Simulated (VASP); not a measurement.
A run of VASP 6.6.1 is set up as follows.

Contents of INCAR:

```
SYSTEM = Zn3GeO
  PREC = Accurate
  ENCUT = 600
  EDIFF = 1E-6
  ISMEAR = 0
  SIGMA = 0.1
  LREAL = .False.
  LASPH = .True.
  NELM = 100
  ALGO = Normal
  ISIF = 3
  LWAVE = .False.
  LCHARG = .False.
  GGA = PE
  IBRION = 2
  NSW = 100
  EDIFFG = -0.01
```

Contents of KPOINTS:

```
Automatic mesh
0
Gamma
  10 10 6
  0 0 0
```

Contents of POSCAR:

```
Zn3GeO
1.0
    3.8078068469      0.0000000000      0.0000000000
    0.0000000000      3.8078068469      0.0000000000
    0.0000000000      0.0000000000      6.2495759569
Zn Ge O
3 1 1
Direct
    0.0000000000      0.5000000000      0.4149075709
    0.5000000000      0.5000000000      0.0772261748
    0.5000000000      0.0000000000      0.4149075709
    0.5000000000      0.5000000000      0.6857788746
    0.0000000000      0.0000000000      0.2490788787
```

Potentials or basis: VASP PAW PBE potentials, release 64 (Zn, Ge_d, O).

Launch:

```bash
$ cat potpaw_PBE.64/Zn/POTCAR potpaw_PBE.64/Ge_d/POTCAR potpaw_PBE.64/O/POTCAR > POTCAR
$ mpirun -np 1 vasp_std > vasp.out
```

Question: Predict the relaxed volume.

Answer: 18.54 Å³/atom.

Question: Predict the space group after relaxing (to 0.1 Å).

Answer: P4mm (No. 99).

Question: What does it give for the relaxed cell?

Answer: a = 3.812 Å, b = 3.812 Å, c = 6.378 Å, α = 90.00°, β = 90.00°, γ = 90.00°.

Final structure:
```xyz
5
Lattice="3.8120 0.0000 0.0000 0.0000 3.8120 0.0000 0.0000 0.0000 6.3781" Properties=species:S:1:pos:R:3 pbc="T T T"
Zn    0.0000    1.9060    2.6182
Zn    1.9060    1.9060    0.4852
Zn    1.9060    0.0000    2.6182
Ge    1.9060    1.9060    4.3877
O     0.0000    0.0000    1.6385
```
